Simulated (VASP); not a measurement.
# LiAl7 (F-43m) in VASP: further runs

The runs below take LiAl7 through single point, relaxation of cell and atoms, with PBE.

Everything below comes from runs of VASP 6.6.1. Logs are shortened: lines on timing, memory, paths and dates and some standing lists are left out, and cuts for length are marked.

### 1 The cell of the first run

It takes space group F-43m (No. 216, cubic). The conventional cell has a = 8.945 Å, b = 8.945 Å, c = 8.945 Å, α = 90.00°, β = 90.00°, γ = 90.00°. Within 4.2 Å of Li (site symmetry -43m) lie 16 Al at 3.18 to 3.87 Å. Within 3.4 Å of Al (site symmetry 2mm) lie 5 Al at 2.56 to 2.71 Å and 2 Li at 3.18 Å. Within 3.4 Å of Al (site symmetry -43m) lie 6 Al at 2.56 Å.

### 2 Single point, PBE

Contents of INCAR:

```
PREC = Accurate ; ENCUT = 520
EDIFF = 1E-6 ; ISMEAR = 0
SIGMA = 0.1 ; LREAL = F
LASPH = T ; NELM = 100
ALGO = Normal ; ISIF = 2
LWAVE = F ; LCHARG = F
GGA = PE ; NBANDS = 22
```

Contents of KPOINTS:

```
Automatic mesh
0
Gamma
  8 8 8
```

Contents of POSCAR:

```
LiAl7
1.0
    0.0000000000      4.4726607120      4.4726607120
    4.4726607120      0.0000000000      4.4726607120
    4.4726607120      4.4726607120      0.0000000000
Li Al
1 7
Direct
    0.0000000000      0.0000000000      0.0000000000
    0.4638918484      0.0361081516      0.0361081516
    0.0361081516      0.4638918484      0.4638918484
    0.0361081516      0.0361081516      0.4638918484
    0.4638918484      0.4638918484      0.0361081516
    0.4638918484      0.0361081516      0.4638918484
    0.0361081516      0.4638918484      0.0361081516
    0.7500000000      0.7500000000      0.7500000000
```

Potentials or basis: VASP PAW PBE potentials, release 64 (Li_sv, Al).

Run with:

```sh
$ cat potpaw_PBE.64/Li_sv/POTCAR potpaw_PBE.64/Al/POTCAR > POTCAR
$ mpirun -np 1 vasp_std > vasp.out
```

OUTCAR:

```text
PREC = Accurate
   ENCUT = 520
   EDIFF = 1E-6
   ISMEAR = 0
   LREAL = F
   LASPH = T
   NELM = 100
   ISIF = 2
   GGA = PE

 ion  position               nearest neighbor table
   1  0.000  0.000  0.000-
   2  0.464  0.036  0.036-   8 2.56   5 2.71   6 2.71   7 2.71   4 2.71
   3  0.036  0.464  0.464-   8 2.56   5 2.71   6 2.71   7 2.71   4 2.71
   4  0.036  0.036  0.464-   8 2.56   3 2.71   6 2.71   7 2.71   2 2.71
   5  0.464  0.464  0.036-   8 2.56   3 2.71   6 2.71   7 2.71   2 2.71
   6  0.464  0.036  0.464-   8 2.56   3 2.71   4 2.71   5 2.71   2 2.71
   7  0.036  0.464  0.036-   8 2.56   3 2.71   4 2.71   5 2.71   2 2.71
   8  0.750  0.750  0.750-   2 2.56   3 2.56   4 2.56   5 2.56   6 2.56   7 2.56

  LATTYP: Found a face centered cubic cell.
 ALAT       =     8.9453214240

  Lattice vectors:

 A1 = (   0.0000000000,   4.4726607120,   4.4726607120)
 A2 = (   4.4726607120,   0.0000000000,   4.4726607120)
 A3 = (   4.4726607120,   4.4726607120,   0.0000000000)

Analysis of symmetry for initial positions (statically):
=====================================================================
 Subroutine PRICEL returns:
 Original cell was already a primitive cell.

 Routine SETGRP: Setting up the symmetry group for a
 face centered cubic supercell.

 Subroutine GETGRP returns: Found 24 space group operations
 (whereof 24 operations were pure point group operations)
 out of a pool of 48 trial point group operations.

The static configuration has the point symmetry T_d .

Analysis of symmetry for dynamics (positions and initial velocities):
=====================================================================
 Subroutine PRICEL returns:
 Original cell was already a primitive cell.

 Routine SETGRP: Setting up the symmetry group for a
 face centered cubic supercell.

 Subroutine GETGRP returns: Found 24 space group operations
 (whereof 24 operations were pure point group operations)
 out of a pool of 48 trial point group operations.

The dynamic configuration has the point symmetry T_d .

 Subroutine INISYM returns: Found 24 space group operations
 (whereof 24 operations are pure point group operations),
 and found     1 'primitive' translations

----------------------------------------------------------------------------------------

                                     Primitive cell

  volume of cell :     178.9484

  direct lattice vectors                    reciprocal lattice vectors
     0.000000000  4.472660712  4.472660712    -0.111790281  0.111790281  0.111790281
     4.472660712  0.000000000  4.472660712     0.111790281 -0.111790281  0.111790281
     4.472660712  4.472660712  0.000000000     0.111790281  0.111790281 -0.111790281

  length of vectors
     6.325297439  6.325297439  6.325297439     0.193626447  0.193626447  0.193626447

  position of ions in fractional coordinates (direct lattice)
     0.000000000  0.000000000  0.000000000
     0.463891848  0.036108152  0.036108152
     0.036108152  0.463891848  0.463891848
     0.036108152  0.036108152  0.463891848
     0.463891848  0.463891848  0.036108152
     0.463891848  0.036108152  0.463891848
     0.036108152  0.463891848  0.036108152
     0.750000000  0.750000000  0.750000000

  ion indices of the primitive-cell ions
   primitive index   ion index
                 1           1
                 2           2
                 3           3
                 4           4
                 5           5
                 6           6
                 7           7
                 8           8

----------------------------------------------------------------------------------------

 KPOINTS: Automatic mesh

Automatic generation of k-mesh.
 Grid dimensions read from file:
 generate k-points for:    8    8    8

 Generating k-lattice:

  Cartesian coordinates                     Fractional coordinates (reciprocal lattice)
    -0.013973785  0.013973785  0.013973785     0.125000000  0.000000000  0.000000000
     0.013973785 -0.013973785  0.013973785     0.000000000  0.125000000  0.000000000
     0.013973785  0.013973785 -0.013973785     0.000000000  0.000000000  0.125000000

  Length of vectors
     0.024203306  0.024203306  0.024203306

  Shift w.r.t. Gamma in fractional coordinates (k-lattice)
     0.000000000  0.000000000  0.000000000

 Subroutine IBZKPT returns following result:
 ===========================================

 Found     29 irreducible k-points:

 Following reciprocal coordinates:
            Coordinates               Weight
  0.000000  0.000000  0.000000      1.000000
  0.125000  0.000000  0.000000      8.000000
  0.250000  0.000000  0.000000      8.000000
  0.375000  0.000000  0.000000      8.000000
  0.500000  0.000000  0.000000      4.000000
  0.125000  0.125000  0.000000      6.000000
[... 16 lines left out ...]
  0.500000  0.250000  0.125000     48.000000
 -0.375000  0.250000  0.125000     24.000000
 [... further k-points ...]
   k-points           NKPTS =     29   k-points in BZ     NKDIM =     29   number of bands    NBANDS=     22
   number of dos      NEDOS =    301   number of ions     NIONS =      8
   total plane-waves  NPLWV = 110592
   dimension x,y,z NGX =    48 NGY =   48 NGZ =   48
   dimension x,y,z NGXF=    96 NGYF=   96 NGZF=   96
   ions per type =               1   7
   NGX,Y,Z   is equivalent  to a cutoff of  12.62, 12.62, 12.62 a.u.
   NGXF,Y,Z  is equivalent  to a cutoff of  25.23, 25.23, 25.23 a.u.
 SYSTEM =  unknown system
   PREC   = accura    normal or accurate (medium, high low for compatibility)
   ISTART =      0    job   : 0-new  1-cont  2-samecut
   ICHARG =      2    charge: 1-file 2-atom 10-const
   ISPIN  =      1    spin polarized calculation?
   LNONCOLLINEAR =      F non collinear calculations
   LSORBIT =      F    spin-orbit coupling
   LASPH  =      T    aspherical Exc in radial PAW
   ENCUT  =  520.0 eV  38.22 Ry    6.18 a.u.  11.76 11.76 11.76*2*pi/ulx,y,z
   NELM   =    100;   NELMIN=  2; NELMDL= -5     # of ELM steps
   EDIFF  = 0.1E-05   stopping-criterion for ELM
   LREAL  =      F    real-space projection
   EDIFFG = 0.1E-04   stopping-criterion for IOM
   NSW    =      0    number of steps for IOM
   IBRION =     -1    ionic relax: 0-MD 1-quasi-New 2-CG
   NFREE  =      0    steps in history (QN), initial steepest desc. (CG)
   ISIF   =      2    stress and relaxation
   ISYM   =      2    0-nonsym 1-usesym 2-fastsym
   POTIM  = 0.5000    time-step for ionic-motion
   TEBEG  =    0.0;   TEEND  =   0.0 temperature during run
   PSTRESS=    0.0 pullay stress
   NELECT =      24.0000    total number of electrons
   NUPDOWN=      -1.0000    fix difference up-down
   EMIN   =  10.00;   EMAX   =-10.00  energy-range for DOS
   EFERMI =   0.00;   METHOD = LEGACY
   ISMEAR =     0;   SIGMA  =   0.10  broadening in eV -4-tet -1-fermi 0-gaus
   EFERMI_NEDOS =   21; number of points for ismear=-14 and -15
   IALGO  =     38    algorithm
   IMIX   =      4    mixing-type and parameters
     AMIX     =   0.40;   BMIX     =  1.00
     AMIX_MAG =   1.60;   BMIX_MAG =  1.00
  volume/ion in A,a.u.               =      22.37       150.95
  Fermi-wavevector in a.u.,A,eV,Ry     =   0.837984  1.583561  9.554255  0.702218
  Thomas-Fermi vector in A             =   1.951964
   LORBIT       =      0    0 simple, 1 ext, 2 COOP (PROOUT), +10 PAW based schemes
   GGA     = PE    functional components
   LHFCALC =     F    Hartree Fock is set to
   AEXX    =    0.0000 exact exchange contribution
   IVDW    =     0    specifies the selected vdW correction
   LEPSILON=     F    determine dielectric tensor
   LRPA    =     F    only Hartree local field effects (RPA)
 non-spin polarized calculation
 Gauss-broadening in eV      SIGMA  =   0.10
  energy-cutoff  :      520.00
  volume of cell :      178.95
 maximum number of plane-waves:      4909
   NGX = 23   NGY = 23   NGZ = 23

 number of electron      24.0000011 magnetization

 Free energy of the ion-electron system (eV)
  ---------------------------------------------------
  ext. energy  EPLUGINS =         0.00000000
  ---------------------------------------------------
  free energy    TOTEN  =       -25.51096915 eV

  energy without entropy =      -25.49067227  energy(sigma->0) =      -25.50082071

 E-fermi :   4.1152     XC(G=0):  -8.6043

 val. band max:        4.1024422732   @ k =   0.5000   0.1250   0.0000
 cond. band min:       4.1462263197   @ k =   0.5000   0.0000   0.0000
 fundamental gap:      0.0437840466
 Fermi energy:         4.1152094753

 k-point     1 :       0.0000    0.0000    0.0000
  band No.  band energies     occupation
      1     -42.4636      2.00000
      2      -5.0050      2.00000
      3      -1.6360      2.00000
      4      -0.3630      2.00000
      5      -0.3630      2.00000
      6      -0.3630      2.00000
[... 14 lines left out ...]
     21       9.3949      0.00000
     22       9.3949      0.00000

 k-point     2 :       0.1250    0.0000    0.0000
  band No.  band energies     occupation
      1     -42.4636      2.00000
      2      -4.9359      2.00000
      3      -1.9438      2.00000
      4      -0.3662      2.00000
      5      -0.3662      2.00000
      6      -0.2142      2.00000
[... 14 lines left out ...]
     21       9.6291      0.00000
     22       9.6291      0.00000

 k-point     3 :       0.2500    0.0000    0.0000
  band No.  band energies     occupation
      1     -42.4635      2.00000
      2      -4.7333      2.00000
      3      -2.5509      2.00000
      4      -0.3550      2.00000
      5      -0.3550      2.00000
      6       0.0227      2.00000
[... 14 lines left out ...]
     21       9.3862      0.00000
     22       9.3862      0.00000

 k-point     4 :       0.3750    0.0000    0.0000
  band No.  band energies     occupation
      1     -42.4635      2.00000
      2      -4.4215      2.00000
      3      -3.1620      2.00000
      4      -0.3038      2.00000
      5      -0.3038      2.00000
      6       0.2556      2.00000
[... 14 lines left out ...]
     21       8.3157      0.00000
     22       9.3557      0.00000

 k-point     5 :       0.5000    0.0000    0.0000
  band No.  band energies     occupation
      1     -42.4635      2.00000
      2      -4.1773      2.00000
      3      -3.5129      2.00000
      4      -0.2583      2.00000
      5      -0.2583      2.00000
      6       0.3664      2.00000
[... 14 lines left out ...]
     21       8.2301      0.00000
     22       9.2002      0.00000

 k-point     6 :       0.1250    0.1250    0.0000
  band No.  band energies     occupation
      1     -42.4636      2.00000
      2      -4.9137      2.00000
      3      -1.9710      2.00000
      4      -0.5419      2.00000
      5      -0.5419      2.00000
      6       0.1184      2.00000
[... 14 lines left out ...]
     21       9.4599      0.00000
     22       9.4599      0.00000

 k-point     7 :       0.2500    0.1250    0.0000
  band No.  band energies     occupation
      1     -42.4636      2.00000
      2      -4.7579      2.00000
      3      -2.3858      2.00000
      4      -0.6531      2.00000
      5      -0.5839      2.00000
      6       0.0973      2.00000
[... 324 lines left out ...]
      6      -0.7404      2.00000
[... 14 lines left out ...]
     21       8.0018      0.00000
     22       8.3445      0.00000

 k-point    21 :       0.5000    0.5000    0.0000
  band No.  band energies     occupation
      1     -42.4635      2.00000
      2      -4.1254      2.00000
      3      -2.7280      2.00000
      4      -1.9154      2.00000
      5      -1.1923      2.00000
      6      -1.1923      2.00000
[... 14 lines left out ...]
     21       7.3134      0.00000
     22       8.7284      0.00000

 k-point    22 :       0.3750    0.2500    0.1250
  band No.  band energies     occupation
      1     -42.4635      2.00000
      2      -4.5691      2.00000
      3      -2.6976      2.00000
      4      -1.0218      2.00000
      5      -0.4950      2.00000
      6      -0.2902      2.00000
[... 14 lines left out ...]
     21       8.2342      0.00000
     22       9.0489      0.00000

 k-point    23 :       0.5000    0.2500    0.1250
  band No.  band energies     occupation
      1     -42.4636      2.00000
      2      -4.2884      2.00000
      3      -3.1170      2.00000
      4      -1.1810      2.00000
      5      -0.8316      2.00000
      6      -0.0961      2.00000
[... 14 lines left out ...]
     21       8.4908      0.00000
     22       8.7687      0.00000

 k-point    24 :      -0.3750    0.2500    0.1250
  band No.  band energies     occupation
      1     -42.4635      2.00000
      2      -4.0876      2.00000
      3      -3.3782      2.00000
      4      -1.1600      2.00000
      5      -1.0334      2.00000
      6       0.0736      2.00000
[... 14 lines left out ...]
     21       8.5690      0.00000
     22       8.8201      0.00000

 [... further k-points ...]

------------------------ aborting loop because EDIFF is reached ----------------------------------------

  FORCE on cell =-STRESS in cart. coord.  units (eV):
  Direction    XX          YY          ZZ          XY          YZ          ZX
  --------------------------------------------------------------------------------------
  -------------------------------------------------------------------------------------
  Total       -0.0403397     -0.0403397     -0.0403397      0.0000000      0.0000000      0.0000000
  in kB       -0.3611732     -0.3611732     -0.3611732      0.0000000      0.0000000      0.0000000
  external PRESSURE =      -0.3611732 kB  Pullay stress =       0.0000000 kB

 VOLUME and BASIS-vectors are now :
 -----------------------------------------------------------------------------
  energy-cutoff  :      520.00
  volume of cell :      178.95
      direct lattice vectors                 reciprocal lattice vectors
     0.000000000  4.472660712  4.472660712    -0.111790281  0.111790281  0.111790281
     4.472660712  0.000000000  4.472660712     0.111790281 -0.111790281  0.111790281
     4.472660712  4.472660712  0.000000000     0.111790281  0.111790281 -0.111790281

 POSITION                                       TOTAL-FORCE (eV/Angst)
 -----------------------------------------------------------------------------------
      0.00000      0.00000      0.00000         0.000000      0.000000     -0.000000
      0.32300      2.23633      2.23633         0.003711      0.000000     -0.000000
      4.14966      2.23633      2.23633        -0.003711      0.000000     -0.000000
      2.23633      2.23633      0.32300         0.000000      0.000000      0.003711
      2.23633      2.23633      4.14966         0.000000      0.000000     -0.003711
      2.23633      4.14966      2.23633         0.000000     -0.003711     -0.000000
      2.23633      0.32300      2.23633         0.000000      0.003711     -0.000000
      6.70899      6.70899      6.70899         0.000000      0.000000     -0.000000
 -----------------------------------------------------------------------------------
    total drift:                                0.000000      0.000000      0.000000

  FREE ENERGIE OF THE ION-ELECTRON SYSTEM (eV)
  ---------------------------------------------------
  free  energy   TOTEN  =       -25.5109691523 eV

  energy  without entropy=      -25.4906722727  energy(sigma->0) =      -25.50082071
```

Wall time 73 s (1 thread of Intel Xeon Platinum 8488C (Sapphire Rapids), shared host); peak memory 0.35 GiB.

What came out:

```yaml
Free_energy: -25.5110 eV
Largest_force: 0.004 eV/Å
Band_gap_on_the_k_mesh: zero (band 12 reaches 4.39 eV, above the bottom of band 13 at 2.76 eV)
```

Forces on the atoms (eV/Å):
```
Li   0.000  0.000  0.000
Al   0.004  0.000  0.000
Al  -0.004  0.000  0.000
Al   0.000  0.000  0.004
Al   0.000  0.000 -0.004
Al   0.000 -0.004  0.000
Al   0.000  0.004  0.000
Al   0.000  0.000  0.000
```

Caveat: the cutoff is under 1.25 times the usual one of these potentials, so pressure, stress and relaxed cells hold a basis-set (Pulay) error.

### 3 Relaxation of cell and atoms, PBE

Contents of INCAR:

```
PREC     = Accurate       # precision mode
ENCUT    = 600            # plane-wave cutoff, eV
EDIFF    = 1E-7           # SCF threshold, eV
ISMEAR   = 0              # smearing method
SIGMA    = 0.1            # smearing width, eV
LREAL    = F              # projectors in reciprocal space
LASPH    = T              # aspherical terms in the spheres
NELM     = 100            # most SCF steps
ALGO     = Normal         # electronic algorithm
ISIF     = 3              # what is computed and relaxed
LWAVE    = F              # write WAVECAR
LCHARG   = F              # write CHGCAR
GGA      = PE             # functional
IBRION   = 2              # ionic algorithm
NSW      = 100            # ionic steps
EDIFFG   = -0.01          # ionic threshold
```

Contents of KPOINTS:

```
regular mesh
0
Gamma
  8 8 8
```

Contents of POSCAR:

```
LiAl7
1.0
    0.0000000000      4.4720904925      4.4720904925
    4.4720904925      0.0000000000      4.4720904925
    4.4720904925      4.4720904925      0.0000000000
Li Al
1 7
Direct
    0.0000000000      0.0000000000      0.0000000000
    0.4630094112      0.0369905888      0.0369905888
    0.0369905888      0.4630094112      0.4630094112
    0.0369905888      0.0369905888      0.4630094112
    0.4630094112      0.4630094112      0.0369905888
    0.4630094112      0.0369905888      0.4630094112
    0.0369905888      0.4630094112      0.0369905888
    0.7500000000      0.7500000000      0.7500000000
```

Potentials or basis: VASP PAW PBE potentials, release 64 (Li_sv, Al).

Run with:

```sh
$ cat potpaw_PBE.64/Li_sv/POTCAR potpaw_PBE.64/Al/POTCAR > POTCAR
$ mpirun -np 1 vasp_std > vasp.out
```

Run time: 4.2 min. Hardware: 1 thread of Intel Xeon Platinum 8488C (Sapphire Rapids), shared host; peak memory 0.44 GiB.

Results (log left out):

- Free energy: -25.5108 eV
- Energy gained by relaxing: 0.3 meV/atom
- Ionic steps: 4
- Pressure after relaxing: 0.0 GPa
- Band gap on the k mesh: zero (band 12 reaches 4.39 eV, above the bottom of band 13 at 2.76 eV)

The path:
```tsv
step	energy change (eV)	largest force (eV/Å)	pressure (GPa)	volume (Å³)
1	0.0000	0.1056	0.07	178.88
2	-0.0021	0.0319	-0.06	179.15
3	-0.0023	0.0050	-0.10	179.24
4	-0.0024	0.0004	-0.02	178.87
```

Final structure:
```xyz
8
Lattice="0.0000 4.4720 4.4720 4.4720 0.0000 4.4720 4.4720 4.4720 0.0000" Properties=species:S:1:pos:R:3 pbc="T T T"
Li    4.4720    8.9440    4.4720
Al    0.3232    2.2360    2.2360
Al    4.1488    2.2360    2.2360
Al    2.2360    2.2360    0.3232
Al    2.2360    2.2360    4.1488
Al    2.2360    4.1488    2.2360
Al    2.2360    0.3232    2.2360
Al    6.7080    6.7080    6.7080
```

Levels at points of the mesh, in eV from the Fermi level:
| k point | band 9 | band 10 | band 11 | band 12 | band 13 | band 14 | band 15 | band 16 |
| --- | --- | --- | --- | --- | --- | --- | --- | --- |
| (0.00, 0.00, 0.00) | -2.32 | -1.80 | -1.80 | -1.80 | -1.36 | -1.36 | 0.20 | 2.02 |
| (0.50, 0.00, 0.00) | -3.37 | -0.34 | -0.34 | 0.03 | 0.81 | 0.81 | 1.50 | 2.07 |
| (0.50, 0.50, 0.00) | -1.30 | -0.54 | -0.49 | 0.04 | 0.44 | 0.44 | 1.27 | 1.92 |

Caveat: the cutoff is under 1.25 times the usual one of these potentials, so pressure, stress and relaxed cells hold a basis-set (Pulay) error.

(Part 1 of 2 ends here.)
